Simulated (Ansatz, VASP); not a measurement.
# Al in VASP and in Ansatz

Contents of INCAR:

```
SYSTEM = Al
PREC = Accurate
ENCUT = 520
EDIFF = 1E-6
ISMEAR = 0
SIGMA = 0.15
LREAL = .False.
LASPH = .True.
NELM = 80
ALGO = Fast
ISIF = 2
LWAVE = .False.
LCHARG = .False.
GGA = PS
NBANDS = 10
```

The input KPOINTS:

```
Automatic mesh
0
Gamma
  18 18 10
  0 0 0
```

Contents of POSCAR:

```
Al
1.0
    2.8124553515      0.0000000000      0.0000000000
   -1.4062276757      2.4356577814      0.0000000000
    0.0000000000      0.0000000000      4.8668500000
Al
2
Direct
    0.5404766419      0.2409558238      0.7500000000
    0.3333333333      0.6666666667      0.2500000000
```

Input for Ansatz:

```yaml
crystal:
  lattice:
    - [2.8124553515, 0.0, 0.0]
    - [-1.4062276757, 2.4356577814, 0.0]
    - [0.0, 0.0, 4.86685]
  atoms:
    - { symbol: Al, position: [0.5404766419, 0.2409558238, 0.75] }
    - { symbol: Al, position: [0.3333333333, 0.6666666667, 0.25] }
basis:
  ecutwfc: 420
kpoints:
  mp_grid: { grid: [18, 18, 10] }
hamiltonian:
  xc: pbesol
scf:
  occupations: { method: gaussian, width: 0.15 }
output:
  forces: true
  stress: true
  eigenvalues: true
```

Alike in both runs: task single point; functional PBEsol; k mesh 18 × 18 × 10; occupations gaussian, width 0.15 eV; no spin polarisation.

```csv
,VASP,Ansatz
version,VASP 6.6.1,Ansatz 0.2.0
potentials or method,"VASP PAW PBE potentials, release 64 (Al), cutoff 520 eV","scalar-relativistic, plane waves, PAW"
valence electrons in the cell,6,6
```

Ansatz gave:

- gap on the k mesh at the Fermi level (eV): none
- pressure (GPa): -0.8
- traceless stress, the component that is largest in VASP (GPa): -0.63
- rms of the force components (eV/Å): 0.103

Problem. Which values does VASP return?

Solution. gap on the k mesh at the Fermi level (eV): none; pressure (GPa): -0.8; traceless stress, the component that is largest in VASP (GPa): -0.64; rms of the force components (eV/Å): 0.103.

VASP's potentials were made for PBE, not for PBEsol. Atom by atom the forces differ by 0.001 eV/Å (rms over components). A gap of «none» marks a metal or a gap that the smearing closes. The functional is the same, so the differences come from potentials, cutoffs and numerics.
